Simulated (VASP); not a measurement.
# LiSi16 (a cell with a defect) in VASP: relaxation of the atoms with PBE

Aim: the relaxation of the atoms of LiSi16 (a cell with a defect) with PBE.

Everything below comes from runs of VASP 6.6.1. Logs are shortened: lines on timing, memory, paths and dates and some standing lists are left out, and cuts for length are marked.

**1. The cell of the first run**

The cell holds a defect, 17 atoms: a = 7.679 Å, b = 7.679 Å, c = 7.679 Å, α = 60.00°, β = 60.00°, γ = 60.00°.

**2. Relaxation of the atoms, PBE, collinear spin**

Input file INCAR:

```
PREC = Accurate ; ENCUT = 520
EDIFF = 1E-6 ; ISMEAR = -1
SIGMA = 0.05 ; LREAL = Auto
LASPH = T ; NELM = 150
ALGO = Normal ; ISIF = 2
LWAVE = F ; LCHARG = F
ISPIN = 2 ; MAGMOM = 0 0 0 0 0 0 0 0 0 0 0 0 0 0 0 0 1
LORBIT = 11 ; GGA = PE
IBRION = 2 ; NSW = 45
EDIFFG = -0.08 ; KPAR = 2
```

Input file KPOINTS:

```
regular mesh
0
Gamma
  2 2 2
```

Input file POSCAR:

```
LiSi16
1.0
    0.0000000000      5.4300000000      5.4300000000
    5.4300000000      0.0000000000      5.4300000000
    5.4300000000      5.4300000000      0.0000000000
Si Li
16 1
Direct
    0.0000000000      0.0000000000      0.0000000000
    0.1250000000      0.1250000000      0.1250000000
    0.0000000000      0.0000000000      0.5000000000
    0.1250000000      0.1250000000      0.6250000000
    0.0000000000      0.5000000000      0.0000000000
    0.1250000000      0.6250000000      0.1250000000
    0.0000000000      0.5000000000      0.5000000000
    0.1250000000      0.6250000000      0.6250000000
    0.5000000000      0.0000000000      0.0000000000
    0.6250000000      0.1250000000      0.1250000000
    0.5000000000      0.0000000000      0.5000000000
    0.6250000000      0.1250000000      0.6250000000
    0.5000000000      0.5000000000      0.0000000000
    0.6250000000      0.6250000000      0.1250000000
    0.5000000000      0.5000000000      0.5000000000
    0.6250000000      0.6250000000      0.6250000000
    0.8079354000      0.8022211000      0.3215978000
```

Potentials or basis: VASP PAW PBE potentials, release 64 (Si, Li_sv).

Started as:

```bash
$ cat potpaw_PBE.64/Si/POTCAR potpaw_PBE.64/Li_sv/POTCAR > POTCAR
$ mpirun -np 4 vasp_std > vasp.out
```

OUTCAR:

```text
PREC = Accurate
   ENCUT = 520
   EDIFF = 1E-6
   ISMEAR = -1
   LREAL = Auto
   LASPH = T
   NELM = 150
   ISIF = 2
   ISPIN = 2
   LORBIT = 11
   GGA = PE
   IBRION = 2
   NSW = 45
   EDIFFG = -0.08

 ion  position               nearest neighbor table
   1  0.000  0.000  0.000-  17 2.33   4 2.35   6 2.35  10 2.35   2 2.35
   2  0.125  0.125  0.125-   1 2.35   3 2.35   5 2.35   9 2.35
   3  0.000  0.000  0.500-   2 2.35   4 2.35   8 2.35  12 2.35
   4  0.125  0.125  0.625-   1 2.35   3 2.35   7 2.35  11 2.35
   5  0.000  0.500  0.000-   2 2.35   6 2.35   8 2.35  14 2.35
   6  0.125  0.625  0.125-  17 2.26   5 2.35   7 2.35  13 2.35   1 2.35
   7  0.000  0.500  0.500-  17 2.20   6 2.35   8 2.35  16 2.35   4 2.35
   8  0.125  0.625  0.625-   3 2.35   5 2.35   7 2.35  15 2.35
   9  0.500  0.000  0.000-   2 2.35  10 2.35  12 2.35  14 2.35
  10  0.625  0.125  0.125-  17 2.30   9 2.35  11 2.35  13 2.35   1 2.35
  11  0.500  0.000  0.500-  17 2.24  10 2.35  12 2.35  16 2.35   4 2.35
  12  0.625  0.125  0.625-   3 2.35   9 2.35  11 2.35  15 2.35
  13  0.500  0.500  0.000-   6 2.35  10 2.35  14 2.35  16 2.35
  14  0.625  0.625  0.125-   5 2.35   9 2.35  13 2.35  15 2.35
  15  0.500  0.500  0.500-   8 2.35  12 2.35  14 2.35  16 2.35
  16  0.625  0.625  0.625-  17 2.17  11 2.35  13 2.35  15 2.35   7 2.35
  17  0.808  0.802  0.322-  16 2.17   7 2.20  11 2.24   6 2.26  10 2.30   1 2.33

  LATTYP: Found a face centered cubic cell.
 ALAT       =    10.8600000000

  Lattice vectors:

 A1 = (   0.0000000000,   5.4300000000,   5.4300000000)
 A2 = (   5.4300000000,   0.0000000000,   5.4300000000)
 A3 = (   5.4300000000,   5.4300000000,   0.0000000000)

Analysis of symmetry for initial positions (statically):
=====================================================================
 Subroutine PRICEL returns:
 Original cell was already a primitive cell.

 Routine SETGRP: Setting up the symmetry group for a
 face centered cubic supercell.

 Subroutine GETGRP returns: Found  1 space group operations
 (whereof  1 operations were pure point group operations)
 out of a pool of 48 trial point group operations.

The static configuration has the point symmetry C_1 .

Analysis of symmetry for dynamics (positions and initial velocities):
=====================================================================
 Subroutine PRICEL returns:
 Original cell was already a primitive cell.

 Routine SETGRP: Setting up the symmetry group for a
 face centered cubic supercell.

 Subroutine GETGRP returns: Found  1 space group operations
 (whereof  1 operations were pure point group operations)
 out of a pool of 48 trial point group operations.

The dynamic configuration has the point symmetry C_1 .

Analysis of structural, dynamic, and magnetic symmetry:
=====================================================================
 Subroutine PRICEL returns:
 Original cell was already a primitive cell.

 Routine SETGRP: Setting up the symmetry group for a
 face centered cubic supercell.

 Subroutine GETGRP returns: Found  1 space group operations
 (whereof  1 operations were pure point group operations)
 out of a pool of 48 trial point group operations.

The overall configuration has the point symmetry C_1 .

 Subroutine INISYM returns: Found  1 space group operations
 (whereof  1 operations are pure point group operations),
 and found     1 'primitive' translations

----------------------------------------------------------------------------------------

                                     Primitive cell

  volume of cell :     320.2060

  direct lattice vectors                    reciprocal lattice vectors
     0.000000000  5.430000000  5.430000000    -0.092081031  0.092081031  0.092081031
     5.430000000  0.000000000  5.430000000     0.092081031 -0.092081031  0.092081031
     5.430000000  5.430000000  0.000000000     0.092081031  0.092081031 -0.092081031

  length of vectors
     7.679179644  7.679179644  7.679179644     0.159489025  0.159489025  0.159489025

  position of ions in fractional coordinates (direct lattice)
     0.000000000  0.000000000  0.000000000
     0.125000000  0.125000000  0.125000000
     0.000000000  0.000000000  0.500000000
     0.125000000  0.125000000  0.625000000
     0.000000000  0.500000000  0.000000000
     0.125000000  0.625000000  0.125000000
[... 9 lines left out ...]
     0.625000000  0.625000000  0.625000000
     0.807935400  0.802221100  0.321597800

[... 57 lines left out ...]
   number of dos      NEDOS =    301   number of ions     NIONS =     17
   total plane-waves  NPLWV = 216000
   dimension x,y,z NGX =    60 NGY =   60 NGZ =   60
   dimension x,y,z NGXF=   120 NGYF=  120 NGZF=  120
   ions per type =              16   1
   NGX,Y,Z   is equivalent  to a cutoff of  12.99, 12.99, 12.99 a.u.
   NGXF,Y,Z  is equivalent  to a cutoff of  25.98, 25.98, 25.98 a.u.
 SYSTEM =  unknown system
   PREC   = accura    normal or accurate (medium, high low for compatibility)
   ISTART =      0    job   : 0-new  1-cont  2-samecut
   ICHARG =      2    charge: 1-file 2-atom 10-const
   ISPIN  =      2    spin polarized calculation?
   LNONCOLLINEAR =      F non collinear calculations
   LSORBIT =      F    spin-orbit coupling
   LASPH  =      T    aspherical Exc in radial PAW
   ENCUT  =  520.0 eV  38.22 Ry    6.18 a.u.  14.28 14.28 14.28*2*pi/ulx,y,z
   NELM   =    150;   NELMIN=  2; NELMDL= -5     # of ELM steps
   EDIFF  = 0.1E-05   stopping-criterion for ELM
   LREAL  =      T    real-space projection
   EDIFFG = -.8E-01   stopping-criterion for IOM
   NSW    =     45    number of steps for IOM
   IBRION =      2    ionic relax: 0-MD 1-quasi-New 2-CG
   NFREE  =      1    steps in history (QN), initial steepest desc. (CG)
   ISIF   =      2    stress and relaxation
   ISYM   =      2    0-nonsym 1-usesym 2-fastsym
   POTIM  = 0.5000    time-step for ionic-motion
   TEBEG  =    0.0;   TEEND  =   0.0 temperature during run
   PSTRESS=    0.0 pullay stress
   NELECT =      67.0000    total number of electrons
   NUPDOWN=      -1.0000    fix difference up-down
   EMIN   =  10.00;   EMAX   =-10.00  energy-range for DOS
   EFERMI =   0.00;   METHOD = LEGACY
   ISMEAR =    -1;   SIGMA  =   0.05  broadening in eV -4-tet -1-fermi 0-gaus
   EFERMI_NEDOS =   21; number of points for ismear=-14 and -15
   IALGO  =     38    algorithm
   IMIX   =      4    mixing-type and parameters
     AMIX     =   0.40;   BMIX     =  1.00
     AMIX_MAG =   1.60;   BMIX_MAG =  1.00
  volume/ion in A,a.u.               =      18.84       127.11
  Fermi-wavevector in a.u.,A,eV,Ry     =   0.971904  1.836632 12.852022  0.944597
  Thomas-Fermi vector in A             =   2.102159
   LORBIT       =     11    0 simple, 1 ext, 2 COOP (PROOUT), +10 PAW based schemes
   GGA     = PE    functional components
   LHFCALC =     F    Hartree Fock is set to
   AEXX    =    0.0000 exact exchange contribution
   IVDW    =     0    specifies the selected vdW correction
   LEPSILON=     F    determine dielectric tensor
   LRPA    =     F    only Hartree local field effects (RPA)
 conjugate gradient relaxation of ions
 spin polarized calculation
  energy-cutoff  :      520.00
  volume of cell :      320.21
 maximum number of plane-waves:      8646
 NGX is ok and might be reduce to    60
   NGX = 29   NGY = 29   NGZ = 29

--------------------------------------- Ionic step        1  -------------------------------------------

 number of electron      67.0000003 magnetization       0.0018226

 number of electron      67.0000003 magnetization      -0.0000283

 Free energy of the ion-electron system (eV)
  ---------------------------------------------------
  ext. energy  EPLUGINS =         0.00000000
  ---------------------------------------------------
  free energy    TOTEN  =       -85.94127908 eV

  energy without entropy =      -85.88480033  energy(sigma->0) =      -85.91303970

------------------------ aborting loop because EDIFF is reached ----------------------------------------

  FORCE on cell =-STRESS in cart. coord.  units (eV):
  Direction    XX          YY          ZZ          XY          YZ          ZX
  --------------------------------------------------------------------------------------
  -------------------------------------------------------------------------------------
  Total        9.3366517      9.4215269      9.4593316     -1.7692934     -1.8542167     -1.8518924
  in kB       46.7167104     47.1413907     47.3305495     -8.8528063     -9.2777268     -9.2660971
  external PRESSURE =      47.0628835 kB  Pullay stress =       0.0000000 kB
[... 138 lines left out ...]
  FREE ENERGIE OF THE ION-ELECTRON SYSTEM (eV)
  ---------------------------------------------------
  free  energy   TOTEN  =       -86.2831712258 eV

  energy  without entropy=      -86.2521408844  energy(sigma->0) =      -86.26765606

[... ionic steps 4 to 35 ...]

--------------------------------------- Ionic step       36  -------------------------------------------

 number of electron      67.0000001 magnetization       0.0000106

 number of electron      67.0000001 magnetization      -0.0000004
[... 103 lines left out ...]
 number of electron      67.0000001 magnetization      -0.0000018

 number of electron      67.0000001 magnetization       0.0000013

 Free energy of the ion-electron system (eV)
  ---------------------------------------------------
  ext. energy  EPLUGINS =         0.00000000
  ---------------------------------------------------
  free energy    TOTEN  =       -86.88305990 eV

  energy without entropy =      -86.85005729  energy(sigma->0) =      -86.86655859

 E-fermi :   6.6898     XC(G=0):  -9.5301

 val. band max:        6.6602510167   @ k =   0.0000   0.0000   0.0000
 cond. band min:       6.8356006380   @ k =   0.0000   0.0000   0.0000
 fundamental gap:      0.1753496212
 Fermi energy:         6.6897638846

 spin component 1

 k-point     1 :       0.0000    0.0000    0.0000
  band No.  band energies     occupation
      1     -40.4674      1.00000
      2      -5.9816      1.00000
      3      -3.7469      1.00000
      4      -3.6565      1.00000
      5      -3.6543      1.00000
      6      -3.6516      1.00000
[... 365 lines left out ...]
     43      10.1721      0.00000
     44      10.2463      0.00000
 Fermi energy:         6.6897638846

 spin component 2

 k-point     1 :       0.0000    0.0000    0.0000
  band No.  band energies     occupation
      1     -40.4674      1.00000
      2      -5.9816      1.00000
      3      -3.7469      1.00000
      4      -3.6565      1.00000
      5      -3.6543      1.00000
      6      -3.6516      1.00000
[... 409 lines left out ...]
  FREE ENERGIE OF THE ION-ELECTRON SYSTEM (eV)
  ---------------------------------------------------
  free  energy   TOTEN  =       -86.8830598983 eV

  energy  without entropy=      -86.8500572859  energy(sigma->0) =      -86.86655859

 reached required accuracy - stopping structural energy minimisation

 total charge

# of ion       s       p       d       tot
------------------------------------------
    1        0.739   0.947   0.000   1.686
    2        0.742   0.955   0.000   1.697
    3        0.735   0.968   0.000   1.703
    4        0.742   0.954   0.000   1.696
    5        0.738   0.948   0.000   1.687
    6        0.744   0.965   0.000   1.709
[... 9 lines left out ...]
   16        0.744   0.965   0.000   1.709
   17        2.028   0.087   0.000   2.116
--------------------------------------------------
tot         13.869  15.398   0.000  29.267

 magnetization (x)

# of ion       s       p       d       tot
------------------------------------------
    1        0.000   0.000   0.000   0.000
    2       -0.000  -0.000   0.000  -0.000
    3       -0.000  -0.000   0.000  -0.000
    4        0.000   0.000   0.000   0.000
    5       -0.000   0.000   0.000   0.000
    6       -0.000  -0.000   0.000  -0.000
[... 9 lines left out ...]
   16        0.000  -0.000   0.000   0.000
   17       -0.000   0.000   0.000   0.000
--------------------------------------------------
tot         -0.000  -0.000   0.000  -0.000
```

It took 24 min on 4 MPI ranks of Intel Xeon 6975P-C (Granite Rapids), shared host; peak memory 0.46 GiB.

What came out:

- Free energy: -86.8831 eV
- Energy gained by relaxing: 55.4 meV/atom
- Ionic steps: 38
- Largest force after relaxing: 0.061 eV/Å
- Net moment: 0.00 μB per cell
- Valence electrons inside the program's atomic spheres: Si 1.69, 1.70, 1.71 (each value once); Li 2.12

Forces in eV/Å, atoms in the order of the input:
```
Si  -0.016 -0.010  0.013
Si  -0.018 -0.016 -0.011
Si   0.016  0.017 -0.008
Si   0.004  0.000  0.008
Si   0.001  0.000  0.003
Si   0.015 -0.007 -0.006
Si  -0.002 -0.020 -0.010
Si  -0.010 -0.029 -0.006
Si   0.004 -0.013  0.001
Si  -0.012  0.028 -0.013
Si  -0.012 -0.001 -0.014
Si  -0.029 -0.009 -0.005
Si  -0.007 -0.009  0.022
Si   0.035  0.050  0.006
Si   0.008  0.004  0.040
Si   0.029  0.028 -0.044
Li  -0.005 -0.013  0.025
```

The path:
```csv
step,energy change (eV),largest force (eV/Å),pressure (GPa)
1,0.0000,1.7925,4.71
2,-0.3394,0.4710,4.46
3,-0.3419,0.4938,4.47
4,-0.3648,0.2176,4.44
5,-0.3658,0.2396,4.43
6,-0.3790,0.1901,4.40
7,-0.3893,0.2712,4.35
8,-0.3982,0.2292,4.33
9,-0.4176,0.2495,4.27
10,-0.4248,0.3323,4.14
11,-0.4271,0.3043,4.19
12,-0.4402,0.2903,4.13
13,-0.4463,0.2907,4.04
14,-0.4585,0.3432,3.96
15,-0.4737,0.4749,3.72
16,-0.4847,0.5048,3.66
17,-0.5113,0.5680,3.47
18,-0.5008,0.6301,3.12
19,-0.5201,0.5772,3.35
20,-0.5530,0.5139,3.25
21,-0.5876,0.5801,3.06
22,-0.6293,0.3955,3.06
23,-0.6739,0.7217,3.13
24,-0.7025,0.5602,3.16
25,-0.7560,0.4152,3.27
26,-0.7128,1.0298,3.54
27,-0.7644,0.5919,3.33
28,-0.8162,0.3881,3.40
29,-0.8652,0.6107,3.53
30,-0.9053,0.3375,3.53
31,-0.9088,0.3260,3.54
32,-0.9280,0.1797,3.53
33,-0.9300,0.2216,3.53
34,-0.9359,0.1078,3.53
35,-0.9360,0.1315,3.53
36,-0.9393,0.0971,3.54
37,-0.9402,0.1107,3.54
38,-0.9418,0.0610,3.54
```

Final structure:
```
Si Li
1.0
     0.00000    5.43000    5.43000
     5.43000    0.00000    5.43000
     5.43000    5.43000    0.00000
Si Li
16 1
Direct
  0.00472 0.00461 0.00390
  0.12753 0.12714 0.13314
  0.00367 0.00315 0.50476
  0.12752 0.12671 0.62927
  0.00444 0.50137 0.00309
  0.13634 0.62519 0.12694
  0.00607 0.50119 0.50622
  0.12775 0.63126 0.62892
  0.50182 0.00427 0.00300
  0.62537 0.13657 0.12652
  0.50200 0.00560 0.50579
  0.63176 0.12729 0.62882
  0.50289 0.50310 0.00236
  0.62494 0.62499 0.12498
  0.50188 0.50139 0.50491
  0.62668 0.62614 0.63541
  0.75256 0.75226 0.25356
```

Levels at points of the mesh, in eV from the Fermi level:
Spin up:
```
           k point  band 29  band 30  band 31  band 32  band 33  band 34  band 35  band 36  band 37  band 38
(0.00, 0.00, 0.00)    -1.82    -1.81    -0.70    -0.70    -0.69    -0.10    -0.10    -0.10    -0.04    -0.03
(0.50, 0.00, 0.00)    -2.80    -1.51    -1.50    -1.43    -1.43     0.49     0.66     0.67     0.85     0.86
(0.00, 0.50, 0.00)    -2.81    -1.51    -1.50    -1.43    -1.43     0.49     0.67     0.67     0.85     0.86
(0.00, 0.00, 0.50)    -2.80    -1.51    -1.51    -1.43    -1.42     0.48     0.66     0.66     0.86     0.86
(0.50, 0.50, 0.50)    -2.82    -1.51    -1.50    -1.43    -1.43     0.48     0.68     0.68     0.84     0.85
(0.50, 0.50, 0.00)    -2.61    -2.08    -2.07    -1.99    -1.97     0.35     0.41     1.46     1.60     1.60
(0.00, 0.50, 0.50)    -2.61    -2.08    -2.07    -1.99    -1.96     0.35     0.40     1.46     1.60     1.60
(0.50, 0.00, 0.50)    -2.61    -2.08    -2.07    -1.99    -1.96     0.35     0.40     1.46     1.60     1.60
```
Spin down:
```tsv
k point	band 30	band 31	band 32	band 33	band 34	band 35	band 36	band 37
(0.00, 0.00, 0.00)	-1.81	-0.70	-0.70	-0.69	-0.10	-0.10	-0.10	-0.04
(0.50, 0.00, 0.00)	-1.51	-1.50	-1.43	-1.43	0.49	0.66	0.67	0.85
(0.00, 0.50, 0.00)	-1.51	-1.50	-1.43	-1.43	0.49	0.67	0.67	0.85
(0.00, 0.00, 0.50)	-1.51	-1.51	-1.43	-1.42	0.48	0.66	0.66	0.86
(0.50, 0.50, 0.50)	-1.51	-1.50	-1.43	-1.43	0.48	0.68	0.68	0.84
(0.50, 0.50, 0.00)	-2.08	-2.07	-1.99	-1.97	0.35	0.41	1.46	1.60
(0.00, 0.50, 0.50)	-2.08	-2.07	-1.99	-1.96	0.35	0.40	1.46	1.60
(0.50, 0.00, 0.50)	-2.08	-2.07	-1.99	-1.96	0.35	0.40	1.46	1.60
```

Caveat: the k points lie up to 0.50 Å⁻¹ apart; the cutoff is under 1.25 times the usual one of these potentials, so pressure, stress and relaxed cells hold a basis-set (Pulay) error; the relaxation stopped at a loose force limit of 0.08 eV/Å, so its end isn't a converged minimum.
